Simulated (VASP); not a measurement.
Input of a VASP 6.6.1 run:

File INCAR:

```
SYSTEM = InP
  PREC = Accurate
  ENCUT = 520
  EDIFF = 1E-7
  ISMEAR = 0
  SIGMA = 0.05
  LREAL = .FALSE.
  LASPH = .TRUE.
  NELM = 100
  ALGO = Normal
  ISIF = 2
  LWAVE = .FALSE.
  LCHARG = .TRUE.
  GGA = PE
  LELF = .TRUE.
  LVHAR = .TRUE.
  NBANDS = 16
```

KPOINTS

```
Automatic mesh
0
G
  8 8 8
  0 0 0
```

Contents of POSCAR:

```
InP
1.0
    0.0000000000      2.9891100000      2.9305000000
    2.9305000000      0.0000000000      2.9305000000
    2.9305000000      2.9891100000      0.0000000000
In P
1 1
Direct
    0.0000000000      0.0000000000      0.0000000000
    0.7500000000      0.7500000000      0.7500000000
```

Potentials or basis: VASP PAW PBE potentials, release 64 (In_d, P).

Run with:

```sh
$ cat potpaw_PBE.64/In_d/POTCAR potpaw_PBE.64/P/POTCAR > POTCAR
$ mpirun -np 1 vasp_std > vasp.out
```

Question: Predict the band gap on the k mesh.

Answer: 0.57 eV, direct.

Question: What does it give for the pressure?

Answer: 1.9 GPa.

Stress tensor (GPa, compression positive):
```
2.14 0.00 0.00
0.00 1.30 0.00
0.00 0.00 2.14
```

Caveat: the cell differs from its parent crystal (strain +0.0200 x Voigt [0, 1, 0, 0, 0, 0]); spin-orbit coupling is left out, which moves the levels of the heavy elements.
